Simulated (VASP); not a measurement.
Wanted: the native input for a VASP 6.6.1 run.

| Quantity | Value |
| --- | --- |
| Task | single point |
| Functional | PBEsol |
| Potentials or basis | VASP PAW PBE potentials, release 64 (Ni) |
| Cutoff | 520 eV |
| k mesh | 11 × 11 × 11 |
| Occupations | fermi-dirac, width 0.05 eV |
| Spin | collinear spin, ferromagnetic start |
| Starting moments | [2.0] μB |
| Fixed moment | 2 μB |
| Dipole correction | no |
| Further INCAR settings | ALGO = Normal; EDIFF = 1e-06; NBANDS = 15 |

The structure of Ni lies in POSCAR:

```
Ni
1.0
   -1.3837154700      1.3837154700      1.3837154700
    1.3837154700     -1.3837154700      1.3837154700
    1.3837154700      1.3837154700     -1.3837154700
Ni
1
Direct
    0.0000000000      0.0000000000      0.0000000000
```

The input as run:

INCAR

```
SYSTEM = Ni
  PREC = Accurate
  ENCUT = 520
  EDIFF = 1E-6
  ISMEAR = -1
  SIGMA = 0.05
  LREAL = .FALSE.
  LASPH = .TRUE.
  NELM = 150
  ALGO = Normal
  ISIF = 2
  LWAVE = .FALSE.
  LCHARG = .FALSE.
  ISPIN = 2
  MAGMOM = 2
  LORBIT = 11
  NUPDOWN = 2.0
  LMAXMIX = 4
  GGA = PS
  NBANDS = 15
```

KPOINTS

```
Automatic mesh
0
G
  11 11 11
  0 0 0
```

Potentials or basis: VASP PAW PBE potentials, release 64 (Ni).

Command:

```sh
$ cat potpaw_PBE.64/Ni/POTCAR > POTCAR
$ mpirun -np 1 vasp_std > vasp.out
```

It gave:

* Pressure: 27.9 GPa
* Net moment: 2.00 μB per cell
* Site moments: Ni +1.89 μB
* Valence electrons inside the program's atomic spheres: Ni 9.30

Caveat: the PAW data sets were made with another functional, which shifts forces and pressure a little; the total moment is fixed, so each spin has its own Fermi level.

It used 17 s of CPU time on 1 thread of Intel Xeon 6975P-C (shared host).
